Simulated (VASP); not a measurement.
Set up this calculation in VASP 6.6.1, as the native input.

```
Task                   : relaxation of cell and atoms
Functional             : LDA
Potentials or basis    : VASP PAW LDA potentials, release 64 (Na_pv)
Cutoff                 : 600 eV
k mesh                 : 13 × 13 × 13
Occupations            : methfessel-paxton, width 0.05 eV
Spin                   : no spin polarisation
Dipole correction      : no
Further INCAR settings : ALGO = Normal; EDIFF = 1e-06; IBRION = 2; EDIFFG = -0.02; NSW = 80; ISIF = 3
```

The structure of Na lies in POSCAR:

```
Na
1.0
    3.2940448402      0.0000000000      0.0000000000
    0.0000000000      3.2940448402      0.0000000000
    0.0000000000      0.0000000000      3.2940448402
Na
1
Direct
    0.0000000000      0.0000000000      0.0000000000
```

This isn't the form of Na at room conditions, which is bcc.

These files were run (other wordings do the same):

INCAR

```
PREC = Accurate
ENCUT = 600
EDIFF = 1E-6
ISMEAR = 1
SIGMA = 0.05
LREAL = F
LASPH = T
NELM = 100
ALGO = Normal
ISIF = 3
LWAVE = F
LCHARG = F
IBRION = 2
NSW = 80
EDIFFG = -0.02
```

KPOINTS

```
regular mesh
0
Gamma
  13 13 13
```

Potentials or basis: VASP PAW LDA potentials, release 64 (Na_pv).

Launch:

```sh
$ cat potpaw_LDA.64/Na_pv/POTCAR > POTCAR
$ mpirun -np 1 vasp_std > vasp.out
```

Results of the run:

```json
{
  "Pressure after relaxing": "0.0 GPa",
  "Band gap on the k mesh": "zero (an odd number of electrons rules out a gap without spin polarisation)"
}
```

Run time: 25 s on 1 thread of Intel Xeon 8259CL, with other jobs on the host, peak memory 0.14 GiB.
